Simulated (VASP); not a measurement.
Wanted: the native input for a VASP 6.6.1 run.

* Task: single point
* Functional: PBE
* Potentials or basis: VASP PAW PBE potentials, release 64 (Re)
* Cutoff: 520 eV
* k mesh: 10 × 10 × 10
* Occupations: gaussian, width 0.15 eV
* Spin: no spin polarisation
* Dipole correction: no
* Further INCAR settings: ALGO = Normal; EDIFF = 1e-06; NBANDS = 10

The structure of Re lies in POSCAR:

```
Re
1.0
    0.0000000000      1.9577236186      1.9038862191
    1.7962114201      0.0000000000      1.9038862191
    1.7962114201      1.9577236186      0.0000000000
Re
1
Direct
    0.0000000000      0.0000000000      0.0000000000
```

This cell differs from its parent crystal: normal strain along x -0.0825, normal strain along z -0.0275.

One way to write it, as run:

INCAR

```
SYSTEM = Re
PREC = Accurate
ENCUT = 520
EDIFF = 1E-6
ISMEAR = 0
SIGMA = 0.15
LREAL = .False.
LASPH = .True.
NELM = 100
ALGO = Normal
ISIF = 2
LWAVE = .False.
LCHARG = .False.
GGA = PE
NBANDS = 10
```

KPOINTS

```
Automatic mesh
0
Gamma
  10 10 10
  0 0 0
```

Potentials or basis: VASP PAW PBE potentials, release 64 (Re).

Launch:

```sh
$ cat potpaw_PBE.64/Re/POTCAR > POTCAR
$ mpirun -np 1 vasp_std > vasp.out
```

Results of the run:

```yaml
Pressure: 54.1 GPa
```

Caveat: the cell differs from its parent crystal (normal strain along x -0.0825, normal strain along z -0.0275).

It took 14 s on 1 thread of Intel(R) Xeon(R) Platinum 8488C (Sapphire Rapids), with other jobs on the host, peak memory 0.14 GiB.
